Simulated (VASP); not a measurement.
Write the native input for VASP 6.6.1 that does the following.

```
Task                   : single point
Functional             : PBE
Potentials or basis    : VASP PAW PBE potentials, release 64 (Zn)
Cutoff                 : 520 eV
k mesh                 : 18 × 18 × 8
Occupations            : gaussian, width 0.1 eV
Spin                   : no spin polarisation
Dipole correction      : no
Further INCAR settings : ALGO = Normal; EDIFF = 1e-07; NBANDS = 19
```

The structure of Zn lies in POSCAR:

```
Zn
1.0
    2.6616383164      0.0000000000      0.0000000000
   -1.3308191582      2.3050463977      0.0000000000
    0.0000000000      0.0000000000      5.3001435160
Zn
2
Direct
    0.3333333333      0.6666666667      0.2500000000
    0.6666666667      0.3333333333      0.7500000000
```

This cell differs from its parent crystal: volume scaled by 1.06, then relaxed in part.

One way to write it, as run:

INCAR

```
SYSTEM = Zn
PREC = Accurate
ENCUT = 520
EDIFF = 1E-7
ISMEAR = 0
SIGMA = 0.1
LREAL = .FALSE.
LASPH = .TRUE.
NELM = 80
ALGO = Normal
ISIF = 2
LWAVE = .FALSE.
LCHARG = .FALSE.
GGA = PE
NBANDS = 19
```

KPOINTS

```
Automatic mesh
0
G
  18 18 8
  0 0 0
```

Potentials or basis: VASP PAW PBE potentials, release 64 (Zn).

Launch:

```bash
$ cat potpaw_PBE.64/Zn/POTCAR > POTCAR
$ mpirun -np 1 vasp_std > vasp.out
```

Results of the run:

The pressure is -2.8 GPa and the band gap on the k mesh is zero (band 12 reaches 4.36 eV, above the bottom of band 13 at -0.92 eV).

Run time: 40 s on 1 thread of Intel(R) Xeon(R) 6975P-C (Granite Rapids) (shared host), peak memory 0.2 GiB.
